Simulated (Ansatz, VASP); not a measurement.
Given: the input of a run of Ansatz 0.2.0 on Al.

File input.yaml:

```yaml
crystal:
  lattice:
    - [0.0, 2.024805, 2.024805]
    - [2.024805, 0.0, 2.024805]
    - [2.024805, 2.024805, 0.0]
  atoms:
    - { symbol: Al, position: [0.0, 0.0, 0.0] }
hamiltonian:
  xc: blyp
  pseudopotentials: { kind: paw }
  dispersion: d3bj
kpoints:
  mp_grid: { grid: [11, 11, 11] }
scf:
  occupations: { method: fermi_dirac, width: 0.05 }
output:
  forces: true
  stress: true
  eigenvalues: true
```

Potentials or basis: Ansatz PAW.

Launch:

```bash
$ ansatz run input.yaml --threads 2 --pin off --max-ram 5120MiB --backend cpu --events-out ev --progress --plain --runs-dir out
```

Q: Set up the same calculation for VASP 6.6.1. Potentials there: VASP PAW PBE potentials, release 64 (Al).

A: As run (the cutoff follows the program's own potentials):

The input INCAR:

```
SYSTEM = Al
AGGAC    = 1.0          
AGGAX    = 1.0          
ALDAC    = 0.0          
ALDAX    = 1.0          
ALGO     = Normal         ! electronic algorithm
EDIFF    = 1E-7           ! SCF threshold, eV
ENCUT    = 520            ! plane-wave cutoff, eV
GGA      = B5             ! functional
ISIF     = 2              ! what is computed and relaxed
ISMEAR   = -1             ! smearing method
IVDW     = 12             ! dispersion correction
LASPH    = .True.         ! aspherical terms in the spheres
LCHARG   = .False.        ! write CHGCAR
LREAL    = .False.        ! projectors in reciprocal space
LWAVE    = .False.        ! write WAVECAR
NBANDS   = 8              ! bands
NELM     = 80             ! most SCF steps
PREC     = Accurate       ! precision mode
SIGMA    = 0.05           ! smearing width, eV
VDW_A1   = 0.4298       
VDW_A2   = 4.2359       
VDW_S6   = 1.0          
VDW_S8   = 2.6996
```

File KPOINTS:

```
k-points
0
Gamma
  11 11 11
  0 0 0
```

POSCAR

```
Al
1.0
    0.0000000000      2.0248050000      2.0248050000
    2.0248050000      0.0000000000      2.0248050000
    2.0248050000      2.0248050000      0.0000000000
Al
1
Direct
    0.0000000000      0.0000000000      0.0000000000
```

Potentials or basis: VASP PAW PBE potentials, release 64 (Al).

Launch:

```bash
$ cat potpaw_PBE.64/Al/POTCAR > POTCAR
$ mpirun -np 1 vasp_std > vasp.out
```

Both were run:

|  | VASP | Ansatz | Ansatz less VASP |
| --- | --- | --- | --- |
| gap on the k mesh at the Fermi level (eV) | none | none | - |
| pressure (GPa) | -4.6 | -4.7 | -0.12 |

VASP's potentials were made for PBE, not for BLYP. A gap of «none» marks a metal or a gap that the smearing closes.
